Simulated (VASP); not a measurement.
# BeTe (Pm-3m) in VASP: further runs

Aim: see how the results for BeTe move with the level of theory and the settings. Levels: r2SCAN, PBE-based screened hybrid with 10 % exact exchange, PBE-based global hybrid with 30 % exact exchange, HSE06. Tasks: single point.

Program: VASP 6.6.1. These are calculated values, not measurements. Logs are shortened: lines on timing, memory, paths and dates and some standing lists are left out, and cuts for length are marked.

### Step 1. The cell of the first run

Symmetry: Pm-3m, No. 221, cubic system. Conventional cell: a = 3.365 Å, b = 3.365 Å, c = 3.365 Å, α = 90.00°, β = 90.00°, γ = 90.00°. Within 3.8 Å of Be (site symmetry m-3m) lie 8 Te at 2.91 Å and 6 Be at 3.37 Å. Within 3.8 Å of Te (site symmetry m-3m) lie 8 Be at 2.91 Å and 6 Te at 3.37 Å.

### Step 2. Single point, r2SCAN

Input file POSCAR:

```
BeTe
1.0
    3.3650594837      0.0000000000      0.0000000000
    0.0000000000      3.3650594837      0.0000000000
    0.0000000000      0.0000000000      3.3650594837
Be Te
1 1
Direct
    0.0000000000      0.0000000000      0.0000000000
    0.5000000000      0.5000000000      0.5000000000
```

Input file INCAR.step1:

```
SYSTEM = BeTe
PREC     = Accurate       ! precision mode
ENCUT    = 520            ! plane-wave cutoff, eV
ISMEAR   = -1             ! smearing method
SIGMA    = 0.02           ! smearing width, eV
LREAL    = .FALSE.        ! projectors in reciprocal space
LASPH    = .TRUE.         ! aspherical terms in the spheres
NELM     = 100            ! most SCF steps
NBANDS   = 11             ! bands
GGA      = PE             ! functional
ALGO     = Normal         ! electronic algorithm
EDIFF    = 1E-4           ! SCF threshold, eV
LWAVE    = .TRUE.         ! write WAVECAR
LCHARG   = .FALSE.        ! write CHGCAR
```

Input file INCAR.step2:

```
SYSTEM = BeTe
PREC     = Accurate       ! precision mode
ENCUT    = 520            ! plane-wave cutoff, eV
EDIFF    = 1E-7           ! SCF threshold, eV
ISMEAR   = -1             ! smearing method
SIGMA    = 0.02           ! smearing width, eV
LREAL    = .FALSE.        ! projectors in reciprocal space
LASPH    = .TRUE.         ! aspherical terms in the spheres
NELM     = 100            ! most SCF steps
ALGO     = Normal         ! electronic algorithm
ISIF     = 2              ! what is computed and relaxed
LWAVE    = .FALSE.        ! write WAVECAR
LCHARG   = .FALSE.        ! write CHGCAR
METAGGA  = R2SCAN         ! meta-GGA
LMIXTAU  = .TRUE.       
NBANDS   = 11             ! bands
ISTART   = 1
```

Input file KPOINTS:

```
regular mesh
0
G
  6 6 6
  0 0 0
```

Potentials or basis: VASP PAW PBE potentials, release 64 (Be, Te).

On the command line:

```console
> cat potpaw_PBE.64/Be/POTCAR potpaw_PBE.64/Te/POTCAR > POTCAR
> cp INCAR.step1 INCAR
> mpirun -np 1 vasp_std > vasp.out
> cp INCAR.step2 INCAR
> mpirun -np 1 vasp_std > vasp.out
```

OUTCAR:

```text
SYSTEM = BeTe
   PREC = Accurate
   ENCUT = 520
   EDIFF = 1E-7
   ISMEAR = -1
   LREAL = .FALSE.
   LASPH = .TRUE.
   NELM = 100
   ISIF = 2
   METAGGA = R2SCAN
   ISTART = 1

 ion  position               nearest neighbor table
   1  0.000  0.000  0.000-   2 2.91   2 2.91   2 2.91   2 2.91   2 2.91   2 2.91   2 2.91   2 2.91

   2  0.500  0.500  0.500-   1 2.91   1 2.91   1 2.91   1 2.91   1 2.91   1 2.91   1 2.91   1 2.91

  LATTYP: Found a simple cubic cell.
 ALAT       =     3.3650594837

  Lattice vectors:

 A1 = (   3.3650594837,   0.0000000000,   0.0000000000)
 A2 = (   0.0000000000,   3.3650594837,   0.0000000000)
 A3 = (   0.0000000000,   0.0000000000,   3.3650594837)

Analysis of symmetry for initial positions (statically):
=====================================================================
 Subroutine PRICEL returns:
 Original cell was already a primitive cell.

 Routine SETGRP: Setting up the symmetry group for a
 simple cubic supercell.

 Subroutine GETGRP returns: Found 48 space group operations
 (whereof 48 operations were pure point group operations)
 out of a pool of 48 trial point group operations.

The static configuration has the point symmetry O_h .

Analysis of symmetry for dynamics (positions and initial velocities):
=====================================================================
 Subroutine PRICEL returns:
 Original cell was already a primitive cell.

 Routine SETGRP: Setting up the symmetry group for a
 simple cubic supercell.

 Subroutine GETGRP returns: Found 48 space group operations
 (whereof 48 operations were pure point group operations)
 out of a pool of 48 trial point group operations.

The dynamic configuration has the point symmetry O_h .

 Subroutine INISYM returns: Found 48 space group operations
 (whereof 48 operations are pure point group operations),
 and found     1 'primitive' translations

----------------------------------------------------------------------------------------

                                     Primitive cell

  volume of cell :      38.1047

  direct lattice vectors                    reciprocal lattice vectors
     3.365059484  0.000000000  0.000000000     0.297171567  0.000000000  0.000000000
     0.000000000  3.365059484  0.000000000     0.000000000  0.297171567  0.000000000
     0.000000000  0.000000000  3.365059484     0.000000000  0.000000000  0.297171567

  length of vectors
     3.365059484  3.365059484  3.365059484     0.297171567  0.297171567  0.297171567

  position of ions in fractional coordinates (direct lattice)
     0.000000000  0.000000000  0.000000000
     0.500000000  0.500000000  0.500000000

  ion indices of the primitive-cell ions
   primitive index   ion index
                 1           1
                 2           2

----------------------------------------------------------------------------------------

 KPOINTS: regular mesh

Automatic generation of k-mesh.
 Grid dimensions read from file:
 generate k-points for:    6    6    6

 Generating k-lattice:

  Cartesian coordinates                     Fractional coordinates (reciprocal lattice)
     0.049528595  0.000000000  0.000000000     0.166666667  0.000000000  0.000000000
     0.000000000  0.049528595  0.000000000     0.000000000  0.166666667  0.000000000
     0.000000000  0.000000000  0.049528595     0.000000000  0.000000000  0.166666667

  Length of vectors
     0.049528595  0.049528595  0.049528595

  Shift w.r.t. Gamma in fractional coordinates (k-lattice)
     0.000000000  0.000000000  0.000000000

 Subroutine IBZKPT returns following result:
 ===========================================

 Found     20 irreducible k-points:

 Following reciprocal coordinates:
            Coordinates               Weight
  0.000000  0.000000  0.000000      1.000000
  0.166667  0.000000  0.000000      6.000000
  0.333333  0.000000  0.000000      6.000000
  0.500000  0.000000  0.000000      3.000000
  0.166667  0.166667  0.000000     12.000000
  0.333333  0.166667  0.000000     24.000000
[... 12 lines left out ...]
  0.500000  0.500000  0.333333      6.000000
  0.500000  0.500000  0.500000      1.000000
   k-points           NKPTS =     20   k-points in BZ     NKDIM =     20   number of bands    NBANDS=     11
   number of dos      NEDOS =    301   number of ions     NIONS =      2
   total plane-waves  NPLWV =  21952
   dimension x,y,z NGX =    28 NGY =   28 NGZ =   28
   dimension x,y,z NGXF=    56 NGYF=   56 NGZF=   56
   ions per type =               1   1
   NGX,Y,Z   is equivalent  to a cutoff of  13.83, 13.83, 13.83 a.u.
   NGXF,Y,Z  is equivalent  to a cutoff of  27.67, 27.67, 27.67 a.u.
 SYSTEM =  BeTe
   PREC   = accura    normal or accurate (medium, high low for compatibility)
   ISTART =      1    job   : 0-new  1-cont  2-samecut
   ICHARG =      0    charge: 1-file 2-atom 10-const
   ISPIN  =      1    spin polarized calculation?
   LNONCOLLINEAR =      F non collinear calculations
   LSORBIT =      F    spin-orbit coupling
   LASPH  =      T    aspherical Exc in radial PAW
   ENCUT  =  520.0 eV  38.22 Ry    6.18 a.u.   6.26  6.26  6.26*2*pi/ulx,y,z
   NELM   =    100;   NELMIN=  2; NELMDL=  0     # of ELM steps
   EDIFF  = 0.1E-06   stopping-criterion for ELM
   LREAL  =      F    real-space projection
   EDIFFG = 0.1E-05   stopping-criterion for IOM
   NSW    =      0    number of steps for IOM
   IBRION =     -1    ionic relax: 0-MD 1-quasi-New 2-CG
   NFREE  =      0    steps in history (QN), initial steepest desc. (CG)
   ISIF   =      2    stress and relaxation
   ISYM   =      2    0-nonsym 1-usesym 2-fastsym
   POTIM  = 0.5000    time-step for ionic-motion
   TEBEG  =    0.0;   TEEND  =   0.0 temperature during run
   PSTRESS=    0.0 pullay stress
   NELECT =       8.0000    total number of electrons
   NUPDOWN=      -1.0000    fix difference up-down
   EMIN   =  10.00;   EMAX   =-10.00  energy-range for DOS
   EFERMI =   0.00;   METHOD = LEGACY
   ISMEAR =    -1;   SIGMA  =   0.02  broadening in eV -4-tet -1-fermi 0-gaus
   EFERMI_NEDOS =   21; number of points for ismear=-14 and -15
   IALGO  =     38    algorithm
   IMIX   =      4    mixing-type and parameters
     AMIX     =   0.40;   BMIX     =  1.00
     AMIX_MAG =   1.60;   BMIX_MAG =  1.00
  volume/ion in A,a.u.               =      19.05       128.57
  Fermi-wavevector in a.u.,A,eV,Ry     =   0.972998  1.838700 12.880985  0.946726
  Thomas-Fermi vector in A             =   2.103342
   LORBIT       =      0    0 simple, 1 ext, 2 COOP (PROOUT), +10 PAW based schemes
   METAGGA = R2SCAN    functional components
   LHFCALC =     F    Hartree Fock is set to
   AEXX    =    0.0000 exact exchange contribution
   IVDW    =     0    specifies the selected vdW correction
   LEPSILON=     F    determine dielectric tensor
   LRPA    =     F    only Hartree local field effects (RPA)
 non-spin polarized calculation
  energy-cutoff  :      520.00
  volume of cell :       38.10
 maximum number of plane-waves:      1064
 NGX is ok and might be reduce to    28
   NGX = 13   NGY = 13   NGZ = 13

 number of electron       8.0000001 magnetization

 Free energy of the ion-electron system (eV)
  ---------------------------------------------------
  ext. energy  EPLUGINS =         0.00000000
  ---------------------------------------------------
  free energy    TOTEN  =       -28.06518404 eV

  energy without entropy =      -28.06288031  energy(sigma->0) =      -28.06403217

 E-fermi :   7.9134     XC(G=0): -10.7362

 val. band max:        7.8987692839   @ k =   0.5000   0.3333   0.3333
 cond. band min:       7.9514118983   @ k =   0.5000   0.5000   0.1667
 fundamental gap:      0.0526426144
 Fermi energy:         7.9133537705

 k-point     1 :       0.0000    0.0000    0.0000
  band No.  band energies     occupation
      1      -6.8812      2.00000
      2       6.5025      2.00000
      3       6.5025      2.00000
      4       6.5025      2.00000
      5       8.7335      0.00000
      6      12.2313      0.00000
      7      12.2313      0.00000
      8      16.8016      0.00000
      9      16.8016      0.00000
     10      16.8016      0.00000
     11      22.6479      0.00000

 k-point     2 :       0.1667    0.0000    0.0000
  band No.  band energies     occupation
      1      -6.5684      2.00000
      2       3.9931      2.00000
      3       6.8601      2.00000
      4       6.8601      2.00000
      5       9.6566      0.00000
      6      12.5723      0.00000
      7      14.7459      0.00000
      8      15.5869      0.00000
      9      15.5869      0.00000
     10      15.8579      0.00000
     11      21.2041      0.00000

 k-point     3 :       0.3333    0.0000    0.0000
  band No.  band energies     occupation
      1      -5.7517      2.00000
      2       1.0635      2.00000
      3       7.8323      1.96585
      4       7.8323      1.96585
      5      10.5105      0.00000
      6      13.2645      0.00000
      7      13.2645      0.00000
      8      13.5717      0.00000
      9      14.0823      0.00000
     10      18.0906      0.00000
     11      19.5746      0.00000

 k-point     4 :       0.5000    0.0000    0.0000
  band No.  band energies     occupation
      1      -5.1458      2.00000
      2      -0.2866      2.00000
      3       8.6541      0.00000
      4       8.6541      0.00000
      5      11.1979      0.00000
      6      11.8946      0.00000
      7      11.8946      0.00000
      8      12.9722      0.00000
      9      14.7106      0.00000
     10      16.2426      0.00000
     11      23.5809      0.00000
[... 183 lines left out ...]
 k-point    18 :       0.5000    0.3333    0.3333
  band No.  band energies     occupation
      1      -2.8885      2.00000
      2       2.1764      2.00000
      3       4.0355      2.00000
      4       4.6022      2.00000
      5       7.6871      1.99998
      6       7.8988      1.34927
      7      10.2454      0.00000
      8      11.5712      0.00000
      9      22.8140      0.00000
     10      23.0599      0.00000
     11      23.4608      0.00000

 k-point    19 :       0.5000    0.5000    0.3333
  band No.  band energies     occupation
      1      -2.3108      2.00000
      2       2.9573      2.00000
      3       2.9573      2.00000
      4       5.1220      2.00000
      5       6.3600      2.00000
      6       8.7889      0.00000
      7       8.7889      0.00000
      8      10.0363      0.00000
      9      24.4309      0.00000
     10      24.4309      0.00000
     11      24.4625      0.00000

 k-point    20 :       0.5000    0.5000    0.5000
  band No.  band energies     occupation
      1      -1.7683      2.00000
      2       3.8226      2.00000
      3       3.8226      2.00000
      4       3.8226      2.00000
      5       7.2075      2.00000
      6       7.2075      2.00000
      7       7.2075      2.00000
      8       8.6811      0.00000
      9      26.0076      0.00000
     10      26.0076      0.00000
     11      26.0076      0.00000

------------------------ aborting loop because EDIFF is reached ----------------------------------------

  FORCE on cell =-STRESS in cart. coord.  units (eV):
  Direction    XX          YY          ZZ          XY          YZ          ZX
  --------------------------------------------------------------------------------------
  -------------------------------------------------------------------------------------
  Total       -0.0868711     -0.0868711     -0.0868711     -0.0000000     -0.0000000      0.0000000
  in kB       -3.6526458     -3.6526458     -3.6526458     -0.0000000     -0.0000000      0.0000000
  external PRESSURE =      -3.6526458 kB  Pullay stress =       0.0000000 kB

 VOLUME and BASIS-vectors are now :
 -----------------------------------------------------------------------------
  energy-cutoff  :      520.00
  volume of cell :       38.10
      direct lattice vectors                 reciprocal lattice vectors
     3.365059484  0.000000000  0.000000000     0.297171567  0.000000000  0.000000000
     0.000000000  3.365059484  0.000000000     0.000000000  0.297171567  0.000000000
     0.000000000  0.000000000  3.365059484     0.000000000  0.000000000  0.297171567

 POSITION                                       TOTAL-FORCE (eV/Angst)
 -----------------------------------------------------------------------------------
      0.00000      0.00000      0.00000         0.000000      0.000000      0.000000
      1.68253      1.68253      1.68253         0.000000      0.000000      0.000000
 -----------------------------------------------------------------------------------
    total drift:                               -0.000000      0.000000      0.000000

  FREE ENERGIE OF THE ION-ELECTRON SYSTEM (eV)
  ---------------------------------------------------
  free  energy   TOTEN  =       -28.0651840435 eV

  energy  without entropy=      -28.0628803065  energy(sigma->0) =      -28.06403217
```

Run time: 60 s. Hardware: 1 thread of Intel Xeon 8259CL, shared host; peak memory 0.17 GiB.

What came out:

| Item | Value |
| --- | --- |
| Free energy | -28.0652 eV |
| Pressure | -0.4 GPa |
| Band gap on the k mesh | zero (bands 4 and 5 overlap by 2.57 eV) |

Levels at points of the mesh, in eV from the Fermi level:
```tsv
k point	band 1	band 2	band 3	band 4	band 5	band 6	band 7	band 8
(0.00, 0.00, 0.00)	-14.79	-1.41	-1.41	-1.41	0.82	4.32	4.32	8.89
(0.50, 0.00, 0.00)	-13.06	-8.20	0.74	0.74	3.28	3.98	3.98	5.06
(0.50, 0.50, 0.00)	-11.29	-6.32	-6.32	-2.63	2.09	5.54	6.64	6.64
(0.50, 0.50, 0.50)	-9.68	-4.09	-4.09	-4.09	-0.71	-0.71	-0.71	0.77
```

Caveat: the structure was generated, so it needn't be the stable form of BeTe; the PAW data sets were made with another functional, which shifts forces and pressure a little; spin-orbit coupling is left out, which moves the levels of the heavy elements.

(Part 1 of 2 ends here.)

The gap in the log of VASP goes by the Fermi energy; the results here count the filled bands.